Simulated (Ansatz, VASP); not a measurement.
One calculation of SnSe, two programs

File INCAR:

```
SYSTEM = SnSe
PREC = Accurate ; ENCUT = 520
EDIFF = 1E-6 ; ISMEAR = 0
SIGMA = 0.02 ; LREAL = .FALSE.
LASPH = .TRUE. ; NELM = 100
ALGO = Normal ; ISIF = 2
LWAVE = .FALSE. ; LCHARG = .FALSE.
GGA = PS ; NBANDS = 28
```

Contents of KPOINTS:

```
regular mesh
0
G
  8 8 6
  0 0 0
```

File POSCAR:

```
SnSe
1.0
    2.1354110500     -5.8742713000      0.0313337000
    2.1354110500      5.8742713000      0.0313337000
    0.0627837200      0.0000000000      4.1768877600
Sn Se
2 2
Direct
    0.8945445764      0.1456950881      0.2532047995
    0.1456950881      0.8945445764      0.7532047995
    0.6102860638      0.3494742717      0.2467952005
    0.3494742717      0.6102860638      0.7467952005
```

Input for Ansatz:

```yaml
crystal:
  lattice:
    - [2.13541105, -5.8742713, 0.0313337]
    - [2.13541105, 5.8742713, 0.0313337]
    - [0.06278372, 0.0, 4.17688776]
  atoms:
    - { symbol: Sn, position: [0.8945445764, 0.1456950881, 0.2532047995] }
    - { symbol: Sn, position: [0.1456950881, 0.8945445764, 0.7532047995] }
    - { symbol: Se, position: [0.6102860638, 0.3494742717, 0.2467952005] }
    - { symbol: Se, position: [0.3494742717, 0.6102860638, 0.7467952005] }
basis:
  ecutwfc: 420
kpoints:
  mp_grid: { grid: [8, 8, 6] }
hamiltonian:
  xc: pbesol
scf:
  occupations: { method: gaussian, width: 0.02 }
output:
  forces: true
  stress: true
  eigenvalues: true
```

Alike in both runs: task single point; functional PBEsol; k mesh 8 × 8 × 6; occupations gaussian, width 0.02 eV; no spin polarisation.

```csv
,VASP,Ansatz
version,VASP 6.6.1,Ansatz 0.2.0
potentials or method,"VASP PAW PBE potentials, release 64 (Sn_d, Se), cutoff 520 eV","scalar-relativistic, plane waves, PAW"
valence electrons in the cell,40,60
```

VASP gave:

* gap on the k mesh at the Fermi level (eV): 0.17
* least direct gap on the mesh (eV): 0.38
* pressure (GPa): -1.3
* traceless stress, the component that is largest in VASP (GPa): -2.43
* rms of the force components (eV/Å): 0.262

**Question.** What did Ansatz give for the same quantities?

**Answer.** gap on the k mesh at the Fermi level (eV): 0.18; least direct gap on the mesh (eV): 0.38; pressure (GPa): -1.3; traceless stress, the component that is largest in VASP (GPa): -2.43; rms of the force components (eV/Å): 0.266.

VASP's potentials were made for PBE, not for PBEsol. Atom by atom the forces differ by 0.006 eV/Å (rms over components). With one functional, cell and mesh, what is left measures potentials, basis and numerics. VASP's potentials hold 40 valence electrons a cell and Ansatz's 60, so a difference there can come from the potentials and not from the codes.
